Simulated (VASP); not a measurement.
# CdS (F-43m) in VASP: notebook

Aim: see how the results for CdS move with the level of theory and the settings. Levels: r2SCAN, revPBE+D4, revPBE+D3(BJ), PBEsol, PBE. Tasks: single point.

All numbers are computed with VASP 6.6.1; they aren't measurements. Logs are shortened: lines on timing, memory, paths and dates and some standing lists are left out, and cuts for length are marked.

## Step 1: The cell of the first run

Symmetry: F-43m, No. 216, cubic system. The conventional cell has a = 5.955 Å, b = 5.955 Å, c = 5.955 Å, α = 90.00°, β = 90.00°, γ = 90.00°. Cd (site symmetry -43m) has 4 S at 2.58 Å within 3.4 Å. S (site symmetry -43m) has 4 Cd at 2.58 Å within 3.4 Å.

## Step 2: Single point, r2SCAN (volume scaled by 1.04)

POSCAR

```
CdS
1.0
    0.0000000000      2.9776279780      2.9776279780
    2.9776279780      0.0000000000      2.9776279780
    2.9776279780      2.9776279780      0.0000000000
Cd S
1 1
Direct
    0.0000000000      0.0000000000      0.0000000000
    0.7500000000      0.7500000000      0.7500000000
```

INCAR.step1

```
SYSTEM = CdS
PREC     = Accurate       ! precision mode
ENCUT    = 520            ! plane-wave cutoff, eV
ISMEAR   = 0              ! smearing method
SIGMA    = 0.05           ! smearing width, eV
LREAL    = .False.        ! projectors in reciprocal space
LASPH    = .True.         ! aspherical terms in the spheres
NELM     = 80             ! most SCF steps
NBANDS   = 16             ! bands
GGA      = PE             ! functional
ALGO     = Normal         ! electronic algorithm
EDIFF    = 1E-4           ! SCF threshold, eV
LWAVE    = .True.         ! write WAVECAR
LCHARG   = .False.        ! write CHGCAR
```

INCAR.step2

```
SYSTEM = CdS
PREC     = Accurate       ! precision mode
ENCUT    = 520            ! plane-wave cutoff, eV
EDIFF    = 1E-7           ! SCF threshold, eV
ISMEAR   = 0              ! smearing method
SIGMA    = 0.05           ! smearing width, eV
LREAL    = .False.        ! projectors in reciprocal space
LASPH    = .True.         ! aspherical terms in the spheres
NELM     = 80             ! most SCF steps
ALGO     = Normal         ! electronic algorithm
ISIF     = 2              ! what is computed and relaxed
LWAVE    = .False.        ! write WAVECAR
LCHARG   = .False.        ! write CHGCAR
METAGGA  = R2SCAN         ! meta-GGA
LMIXTAU  = .True.       
NBANDS   = 16             ! bands
ISTART   = 1
```

KPOINTS

```
regular mesh
0
Gamma
  8 8 8
  0 0 0
```

Potentials or basis: VASP PAW PBE potentials, release 64 (Cd, S).

Command:

```sh
cat potpaw_PBE.64/Cd/POTCAR potpaw_PBE.64/S/POTCAR > POTCAR
cp INCAR.step1 INCAR
mpirun -np 1 vasp_std > vasp.out
cp INCAR.step2 INCAR
mpirun -np 1 vasp_std > vasp.out
```

OUTCAR:

```text
SYSTEM = CdS
   PREC = Accurate
   ENCUT = 520
   EDIFF = 1E-7
   ISMEAR = 0
   LREAL = .False.
   LASPH = .True.
   NELM = 80
   ISIF = 2
   METAGGA = R2SCAN
   ISTART = 1

 ion  position               nearest neighbor table
   1  0.000  0.000  0.000-   2 2.58   2 2.58   2 2.58   2 2.58
   2  0.750  0.750  0.750-   1 2.58   1 2.58   1 2.58   1 2.58

  LATTYP: Found a face centered cubic cell.
 ALAT       =     5.9552559560

  Lattice vectors:

 A1 = (   0.0000000000,   2.9776279780,   2.9776279780)
 A2 = (   2.9776279780,   0.0000000000,   2.9776279780)
 A3 = (   2.9776279780,   2.9776279780,   0.0000000000)

Analysis of symmetry for initial positions (statically):
=====================================================================
 Subroutine PRICEL returns:
 Original cell was already a primitive cell.

 Routine SETGRP: Setting up the symmetry group for a
 face centered cubic supercell.

 Subroutine GETGRP returns: Found 24 space group operations
 (whereof 24 operations were pure point group operations)
 out of a pool of 48 trial point group operations.

The static configuration has the point symmetry T_d .

Analysis of symmetry for dynamics (positions and initial velocities):
=====================================================================
 Subroutine PRICEL returns:
 Original cell was already a primitive cell.

 Routine SETGRP: Setting up the symmetry group for a
 face centered cubic supercell.

 Subroutine GETGRP returns: Found 24 space group operations
 (whereof 24 operations were pure point group operations)
 out of a pool of 48 trial point group operations.

The dynamic configuration has the point symmetry T_d .

 Subroutine INISYM returns: Found 24 space group operations
 (whereof 24 operations are pure point group operations),
 and found     1 'primitive' translations

----------------------------------------------------------------------------------------

                                     Primitive cell

  volume of cell :      52.8009

  direct lattice vectors                    reciprocal lattice vectors
     0.000000000  2.977627978  2.977627978    -0.167918895  0.167918895  0.167918895
     2.977627978  0.000000000  2.977627978     0.167918895 -0.167918895  0.167918895
     2.977627978  2.977627978  0.000000000     0.167918895  0.167918895 -0.167918895

  length of vectors
     4.211001870  4.211001870  4.211001870     0.290844058  0.290844058  0.290844058

  position of ions in fractional coordinates (direct lattice)
     0.000000000  0.000000000  0.000000000
     0.750000000  0.750000000  0.750000000

  ion indices of the primitive-cell ions
   primitive index   ion index
                 1           1
                 2           2

----------------------------------------------------------------------------------------

 KPOINTS: regular mesh

Automatic generation of k-mesh.
 Grid dimensions read from file:
 generate k-points for:    8    8    8

 Generating k-lattice:

  Cartesian coordinates                     Fractional coordinates (reciprocal lattice)
    -0.020989862  0.020989862  0.020989862     0.125000000  0.000000000  0.000000000
     0.020989862 -0.020989862  0.020989862     0.000000000  0.125000000  0.000000000
     0.020989862  0.020989862 -0.020989862     0.000000000  0.000000000  0.125000000

  Length of vectors
     0.036355507  0.036355507  0.036355507

  Shift w.r.t. Gamma in fractional coordinates (k-lattice)
     0.000000000  0.000000000  0.000000000

 Subroutine IBZKPT returns following result:
 ===========================================

 Found     29 irreducible k-points:

 Following reciprocal coordinates:
            Coordinates               Weight
  0.000000  0.000000  0.000000      1.000000
  0.125000  0.000000  0.000000      8.000000
  0.250000  0.000000  0.000000      8.000000
  0.375000  0.000000  0.000000      8.000000
  0.500000  0.000000  0.000000      4.000000
  0.125000  0.125000  0.000000      6.000000
[... 16 lines left out ...]
  0.500000  0.250000  0.125000     48.000000
 -0.375000  0.250000  0.125000     24.000000
 [... further k-points ...]
   k-points           NKPTS =     29   k-points in BZ     NKDIM =     29   number of bands    NBANDS=     16
   number of dos      NEDOS =    301   number of ions     NIONS =      2
   total plane-waves  NPLWV =  32768
   dimension x,y,z NGX =    32 NGY =   32 NGZ =   32
   dimension x,y,z NGXF=    64 NGYF=   64 NGZF=   64
   ions per type =               1   1
   NGX,Y,Z   is equivalent  to a cutoff of  12.63, 12.63, 12.63 a.u.
   NGXF,Y,Z  is equivalent  to a cutoff of  25.27, 25.27, 25.27 a.u.
 SYSTEM =  CdS
   PREC   = accura    normal or accurate (medium, high low for compatibility)
   ISTART =      1    job   : 0-new  1-cont  2-samecut
   ICHARG =      0    charge: 1-file 2-atom 10-const
   ISPIN  =      1    spin polarized calculation?
   LNONCOLLINEAR =      F non collinear calculations
   LSORBIT =      F    spin-orbit coupling
   LASPH  =      T    aspherical Exc in radial PAW
   ENCUT  =  520.0 eV  38.22 Ry    6.18 a.u.   7.83  7.83  7.83*2*pi/ulx,y,z
   NELM   =     80;   NELMIN=  2; NELMDL=  0     # of ELM steps
   EDIFF  = 0.1E-06   stopping-criterion for ELM
   LREAL  =      F    real-space projection
   EDIFFG = 0.1E-05   stopping-criterion for IOM
   NSW    =      0    number of steps for IOM
   IBRION =     -1    ionic relax: 0-MD 1-quasi-New 2-CG
   NFREE  =      0    steps in history (QN), initial steepest desc. (CG)
   ISIF   =      2    stress and relaxation
   ISYM   =      2    0-nonsym 1-usesym 2-fastsym
   POTIM  = 0.5000    time-step for ionic-motion
   TEBEG  =    0.0;   TEEND  =   0.0 temperature during run
   PSTRESS=    0.0 pullay stress
   NELECT =      18.0000    total number of electrons
   NUPDOWN=      -1.0000    fix difference up-down
   EMIN   =  10.00;   EMAX   =-10.00  energy-range for DOS
   EFERMI =   0.00;   METHOD = LEGACY
   ISMEAR =     0;   SIGMA  =   0.05  broadening in eV -4-tet -1-fermi 0-gaus
   EFERMI_NEDOS =   21; number of points for ismear=-14 and -15
   IALGO  =     38    algorithm
   IMIX   =      4    mixing-type and parameters
     AMIX     =   0.40;   BMIX     =  1.00
     AMIX_MAG =   1.60;   BMIX_MAG =  1.00
  volume/ion in A,a.u.               =      26.40       178.16
  Fermi-wavevector in a.u.,A,eV,Ry     =   1.143629  2.161146 17.794893  1.307888
  Thomas-Fermi vector in A             =   2.280324
   LORBIT       =      0    0 simple, 1 ext, 2 COOP (PROOUT), +10 PAW based schemes
   METAGGA = R2SCAN    functional components
   LHFCALC =     F    Hartree Fock is set to
   AEXX    =    0.0000 exact exchange contribution
   IVDW    =     0    specifies the selected vdW correction
   LEPSILON=     F    determine dielectric tensor
   LRPA    =     F    only Hartree local field effects (RPA)
 non-spin polarized calculation
 Gauss-broadening in eV      SIGMA  =   0.05
  energy-cutoff  :      520.00
  volume of cell :       52.80
 maximum number of plane-waves:      1433
   NGX = 15   NGY = 15   NGZ = 15

 number of electron      17.9999998 magnetization

 Free energy of the ion-electron system (eV)
  ---------------------------------------------------
  ext. energy  EPLUGINS =         0.00000000
  ---------------------------------------------------
  free energy    TOTEN  =       -29.67543033 eV

  energy without entropy =      -29.67543033  energy(sigma->0) =      -29.67543033

 E-fermi :   0.7477     XC(G=0):  -9.4291

 val. band max:        0.5356645896   @ k =   0.0000   0.0000   0.0000
 cond. band min:       1.9814096162   @ k =   0.0000   0.0000   0.0000
 fundamental gap:      1.4457450266
 Fermi energy:         0.7476505191

 k-point     1 :       0.0000    0.0000    0.0000
  band No.  band energies     occupation
      1     -11.9662      2.00000
      2      -7.2295      2.00000
      3      -7.2295      2.00000
      4      -7.2295      2.00000
      5      -6.8020      2.00000
      6      -6.8020      2.00000
[... 8 lines left out ...]
     15      12.4466      0.00000
     16      12.4466      0.00000

 k-point     2 :       0.1250    0.0000    0.0000
  band No.  band energies     occupation
      1     -11.9117      2.00000
      2      -7.2096      2.00000
      3      -7.2096      2.00000
      4      -7.1746      2.00000
      5      -6.8027      2.00000
      6      -6.8027      2.00000
[... 8 lines left out ...]
     15      11.8295      0.00000
     16      12.7524      0.00000

 k-point     3 :       0.2500    0.0000    0.0000
  band No.  band energies     occupation
      1     -11.7797      2.00000
      2      -7.1661      2.00000
      3      -7.1661      2.00000
      4      -6.9887      2.00000
      5      -6.7979      2.00000
      6      -6.7979      2.00000
[... 8 lines left out ...]
     15      11.5988      0.00000
     16      12.0978      0.00000

 k-point     4 :       0.3750    0.0000    0.0000
  band No.  band energies     occupation
      1     -11.6479      2.00000
      2      -7.1317      2.00000
      3      -7.1317      2.00000
      4      -6.7813      2.00000
      5      -6.7813      2.00000
      6      -6.6749      2.00000
[... 8 lines left out ...]
     15      12.4813      0.00000
     16      12.4813      0.00000
[... 324 lines left out ...]
 k-point    22 :       0.3750    0.2500    0.1250
  band No.  band energies     occupation
      1     -11.6828      2.00000
      2      -7.1179      2.00000
      3      -7.0951      2.00000
      4      -6.9295      2.00000
      5      -6.7911      2.00000
      6      -6.7467      2.00000
[... 8 lines left out ...]
     15      12.9969      0.00000
     16      14.6529      0.00000

 k-point    23 :       0.5000    0.2500    0.1250
  band No.  band energies     occupation
      1     -11.5790      2.00000
      2      -7.0845      2.00000
      3      -7.0637      2.00000
      4      -6.8527      2.00000
      5      -6.7727      2.00000
      6      -6.5341      2.00000
[... 8 lines left out ...]
     15      13.7413      0.00000
     16      14.0935      0.00000

 k-point    24 :      -0.3750    0.2500    0.1250
  band No.  band energies     occupation
      1     -11.5366      2.00000
      2      -7.0786      2.00000
      3      -7.0493      2.00000
      4      -6.8215      2.00000
      5      -6.7787      2.00000
      6      -6.3710      2.00000
[... 8 lines left out ...]
     15      13.2321      0.00000
     16      14.1567      0.00000

 [... further k-points ...]

------------------------ aborting loop because EDIFF is reached ----------------------------------------

  FORCE on cell =-STRESS in cart. coord.  units (eV):
  Direction    XX          YY          ZZ          XY          YZ          ZX
  --------------------------------------------------------------------------------------
  -------------------------------------------------------------------------------------
  Total       -0.6348317     -0.6348317     -0.6348317      0.0000000      0.0000000     -0.0000000
  in kB      -19.2631746    -19.2631746    -19.2631746      0.0000000      0.0000000     -0.0000000
  external PRESSURE =     -19.2631746 kB  Pullay stress =       0.0000000 kB

 VOLUME and BASIS-vectors are now :
 -----------------------------------------------------------------------------
  energy-cutoff  :      520.00
  volume of cell :       52.80
      direct lattice vectors                 reciprocal lattice vectors
     0.000000000  2.977627978  2.977627978    -0.167918895  0.167918895  0.167918895
     2.977627978  0.000000000  2.977627978     0.167918895 -0.167918895  0.167918895
     2.977627978  2.977627978  0.000000000     0.167918895  0.167918895 -0.167918895

 POSITION                                       TOTAL-FORCE (eV/Angst)
 -----------------------------------------------------------------------------------
      0.00000      0.00000      0.00000        -0.000000     -0.000000     -0.000000
      4.46644      4.46644      4.46644         0.000000      0.000000      0.000000
 -----------------------------------------------------------------------------------
    total drift:                                0.000002      0.000002      0.000002

  FREE ENERGIE OF THE ION-ELECTRON SYSTEM (eV)
  ---------------------------------------------------
  free  energy   TOTEN  =       -29.6754303298 eV

  energy  without entropy=      -29.6754303298  energy(sigma->0) =      -29.67543033
```

Wall time 51 s (1 thread of Intel Xeon Platinum 8559C (Emerald Rapids), shared host); peak memory 0.19 GiB.

What came out:

```
Free energy            : -29.6754 eV
Pressure               : -1.9 GPa
Band gap on the k mesh : 1.45 eV, direct
```

Levels at points of the mesh, in eV from the valence-band top:
```csv
k point,band 6,band 7,band 8,band 9,band 10,band 11,band 12,band 13
"(0.00, 0.00, 0.00)",-7.34,0.00,0.00,0.00,1.45,7.08,7.08,7.08
"(0.50, 0.00, 0.00)",-7.00,-4.09,-0.68,-0.68,3.37,7.47,7.47,7.69
"(0.50, 0.50, 0.00)",-6.94,-3.70,-1.71,-1.71,3.93,4.67,9.50,11.16
```

Caveat: the PAW data sets were made with another functional, which shifts forces and pressure a little.

## Step 3: Single point, revPBE+D4 (volume scaled by 0.96)

INCAR

```
PREC = Accurate
ENCUT = 520
EDIFF = 1E-7
ISMEAR = 0
SIGMA = 0.05
LREAL = False
LASPH = True
NELM = 60
ALGO = Normal
ISIF = 2
LWAVE = False
LCHARG = True
GGA = RE
IVDW = 13
LELF = True
LVHAR = True
NBANDS = 16
```

KPOINTS

```
regular mesh
0
Gamma
  8 8 8
```

POSCAR

```
CdS
1.0
    0.0000000000      2.8834607553      2.8834607553
    2.8834607553      0.0000000000      2.8834607553
    2.8834607553      2.8834607553      0.0000000000
Cd S
1 1
Direct
    0.0000000000      0.0000000000      0.0000000000
    0.7500000000      0.7500000000      0.7500000000
```

Potentials or basis: VASP PAW PBE potentials, release 64 (Cd, S).

Command:

```sh
cat potpaw_PBE.64/Cd/POTCAR potpaw_PBE.64/S/POTCAR > POTCAR
mpirun -np 1 vasp_std > vasp.out
```

It took 24 s on 1 thread of Intel Xeon Platinum 8259CL at 2.50GHz (Skylake/Cascade Lake), shared host; peak memory 0.17 GiB.

It converged, with:

* Free energy: -6.6030 eV
* Pressure: 3.0 GPa
* Band gap on the k mesh: 1.36 eV, direct
* Dispersion energy per atom: -0.567 eV

Levels at points of the mesh, in eV from the valence-band top:
```
           k point  band 6  band 7  band 8  band 9  band 10  band 11  band 12  band 13
(0.00, 0.00, 0.00)   -7.33    0.00    0.00    0.00     1.36     6.59     6.59     6.59
(0.50, 0.00, 0.00)   -6.92   -4.57   -0.80   -0.80     3.17     7.07     7.07     7.73
(0.50, 0.50, 0.00)   -6.85   -4.07   -1.99   -1.99     3.62     4.46     9.54    11.08
```

Caveat: the PAW data sets were made with another functional, which shifts forces and pressure a little.

## Step 4: Single point, revPBE+D3(BJ) (volume scaled by 0.96)

INCAR

```
SYSTEM = CdS
ALGO = Normal ; EDIFF = 1E-6
ENCUT = 520 ; GGA = RE
ISIF = 2 ; ISMEAR = 0
IVDW = 12 ; LASPH = .TRUE.
LCHARG = .TRUE. ; LELF = .TRUE.
LREAL = .FALSE. ; LVHAR = .TRUE.
LWAVE = .FALSE. ; NBANDS = 16
NELM = 100 ; PREC = Accurate
SIGMA = 0.05
```

KPOINTS

```
k-points
0
G
  8 8 8
  0 0 0
```

POSCAR

```
CdS
1.0
    0.0000000000      2.8780513826      2.8780513826
    2.8780513826      0.0000000000      2.8780513826
    2.8780513826      2.8780513826      0.0000000000
Cd S
1 1
Direct
    0.0000000000      0.0000000000      0.0000000000
    0.7500000000      0.7500000000      0.7500000000
```

Command:

```sh
cat potpaw_PBE.64/Cd/POTCAR potpaw_PBE.64/S/POTCAR > POTCAR
mpirun -np 1 vasp_std > vasp.out
```

Wall time 23 s (1 thread of Intel Xeon Platinum 8259CL at 2.50GHz (Skylake/Cascade Lake), shared host); peak memory 0.18 GiB.

Results (log left out):

| Item | Value |
| --- | --- |
| Free energy | -6.6934 eV |
| Pressure | 3.1 GPa |
| Band gap on the k mesh | 1.37 eV, direct |
| Dispersion energy per atom | -0.619 eV |

Levels at points of the mesh, in eV from the valence-band top:
```tsv
k point	band 6	band 7	band 8	band 9	band 10	band 11	band 12	band 13
(0.00, 0.00, 0.00)	-7.35	0.00	0.00	0.00	1.37	6.59	6.59	6.59
(0.50, 0.00, 0.00)	-6.93	-4.61	-0.81	-0.81	3.17	7.07	7.07	7.75
(0.50, 0.50, 0.00)	-6.86	-4.10	-2.01	-2.01	3.61	4.47	9.56	11.11
```

Caveat: the PAW data sets were made with another functional, which shifts forces and pressure a little.

## Step 5: Single point, PBEsol (volume scaled by 0.96)

INCAR

```
ALGO = Normal
EDIFF = 1E-6
ENCUT = 520
GGA = PS
ISIF = 2
ISMEAR = 0
LASPH = True
LCHARG = False
LREAL = False
LWAVE = False
NBANDS = 16
NELM = 60
PREC = Accurate
SIGMA = 0.05
```

KPOINTS

```
k-points
0
Gamma
  8 8 8
```

POSCAR

```
CdS
1.0
    0.0000000000      2.8728110023      2.8728110023
    2.8728110023      0.0000000000      2.8728110023
    2.8728110023      2.8728110023      0.0000000000
Cd S
1 1
Direct
    0.0000000000      0.0000000000      0.0000000000
    0.7500000000      0.7500000000      0.7500000000
```

Command:

```sh
cat potpaw_PBE.64/Cd/POTCAR potpaw_PBE.64/S/POTCAR > POTCAR
mpirun -np 1 vasp_std > vasp.out
```

Run time: 20 s. Hardware: 1 thread of Intel Xeon Platinum 8259CL at 2.50GHz (Skylake/Cascade Lake), shared host; peak memory 0.17 GiB.

The run converged. Its results:

| Quantity | Value |
| --- | --- |
| Free energy | -6.7911 eV |
| Pressure | 3.2 GPa |
| Band gap on the k mesh | 1.10 eV, direct |

Levels at points of the mesh, in eV from the valence-band top:
```
           k point  band 6  band 7  band 8  band 9  band 10  band 11  band 12  band 13
(0.00, 0.00, 0.00)   -7.36    0.00    0.00    0.00     1.10     6.43     6.43     6.43
(0.50, 0.00, 0.00)   -6.94   -4.77   -0.83   -0.83     2.95     6.91     6.91     7.46
(0.50, 0.50, 0.00)   -6.87   -4.22   -2.08   -2.08     3.31     4.29     9.28    10.94
```

Caveat: the PAW data sets were made with another functional, which shifts forces and pressure a little.

[end of part 1 of 2]
